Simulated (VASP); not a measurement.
Wanted: the native input for a VASP 6.6.1 run.

```yaml
Task: single point
Functional: r2SCAN
Potentials_or_basis: VASP PAW PBE potentials, release 64 (Au, Si)
Cutoff: 520 eV
k_mesh: 15 × 15 × 15
Occupations: fermi-dirac, width 0.08 eV
Spin: no spin polarisation
Dipole_correction: no
Further_INCAR_settings: ALGO = Normal; EDIFF = 1e-06; NBANDS = 14
```

SiAu (L11 type):

```
CELL_PARAMETERS angstrom
1.64828 -0.95164 3.61687
0.00000 1.90327 3.61687
-1.64828 -0.95164 3.61687
ATOMIC_POSITIONS crystal
Au 0.00000 0.00000 0.00000
Si 0.50000 0.50000 0.50000
```

The input as run:

POSCAR

```
SiAu
1.0
    1.6482809970     -0.9516354773      3.6168697693
    0.0000000000      1.9032709546      3.6168697693
   -1.6482809970     -0.9516354773      3.6168697693
Au Si
1 1
Direct
    0.0000000000      0.0000000000      0.0000000000
    0.5000000000      0.5000000000      0.5000000000
```

INCAR.step1

```
PREC = Accurate
ENCUT = 520
ISMEAR = -1
SIGMA = 0.08
LREAL = False
LASPH = True
NELM = 100
NBANDS = 14
GGA = PE
ALGO = Normal
EDIFF = 1E-4
LWAVE = True
LCHARG = False
```

INCAR.step2

```
PREC = Accurate
ENCUT = 520
EDIFF = 1E-6
ISMEAR = -1
SIGMA = 0.08
LREAL = False
LASPH = True
NELM = 100
ALGO = Normal
ISIF = 2
LWAVE = False
LCHARG = True
METAGGA = R2SCAN
LMIXTAU = True
LELF = True
LVHAR = True
NBANDS = 14
ISTART = 1
```

KPOINTS

```
regular mesh
0
Gamma
  15 15 15
```

Potentials or basis: VASP PAW PBE potentials, release 64 (Au, Si).

Launch:

```bash
$ cat potpaw_PBE.64/Au/POTCAR potpaw_PBE.64/Si/POTCAR > POTCAR
$ cp INCAR.step1 INCAR
$ mpirun -np 1 vasp_std > vasp.out
$ cp INCAR.step2 INCAR
$ mpirun -np 1 vasp_std > vasp.out
```

It gave:

```json
{"Pressure": "0.0 GPa", "Band gap on the k mesh": "zero (an odd number of electrons rules out a gap without spin polarisation)"}
```

Caveat: the PAW data sets were made with another functional, which shifts forces and pressure a little; spin-orbit coupling is left out, which moves the levels of the heavy elements.

Run time: 6.5 min on 1 thread of Intel(R) Xeon(R) 6975P-C (Granite Rapids), with other jobs on the host, peak memory 0.31 GiB.
